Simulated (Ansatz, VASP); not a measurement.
## One calculation of F, two programs

```
CELL_PARAMETERS angstrom
3.15731 -1.81462 -0.24352
3.15731 1.81462 -0.24352
-2.37406 0.00000 7.26704
ATOMIC_POSITIONS crystal
F 0.08485 0.08485 0.08202
F 0.91515 0.91515 0.91798
F 0.50157 0.50157 0.59372
F 0.49843 0.49843 0.40628
```

Alike in both runs: task single point; functional PBEsol; k mesh 4 × 4 × 2; occupations gaussian, width 0.05 eV; no spin polarisation.

|  | VASP | Ansatz |
| --- | --- | --- |
| version | VASP 6.6.1 | Ansatz 0.2.0 |
| potentials or method | VASP PAW PBE potentials, release 64 (F), cutoff 520 eV | scalar-relativistic, plane waves, PAW |
| valence electrons in the cell | 28 | 28 |

Ansatz gave:

```
gap on the k mesh at the Fermi level (eV)                     : 2.68
least direct gap on the mesh (eV)                             : 2.72
pressure (GPa)                                                : 3.4
traceless stress, the component that is largest in VASP (GPa) : 6.39
rms of the force components (eV/Å)                            : 2.042
```

Task: Estimate VASP's values.

Result: gap on the k mesh at the Fermi level (eV): 2.62; least direct gap on the mesh (eV): 2.66; pressure (GPa): 3.9; traceless stress, the component that is largest in VASP (GPa): 6.99; rms of the force components (eV/Å): 2.339.

VASP's potentials were made for PBE, not for PBEsol. Atom by atom the forces differ by 0.356 eV/Å (rms over components).

The k mesh is coarse, so the values compare programs but aren't converged.
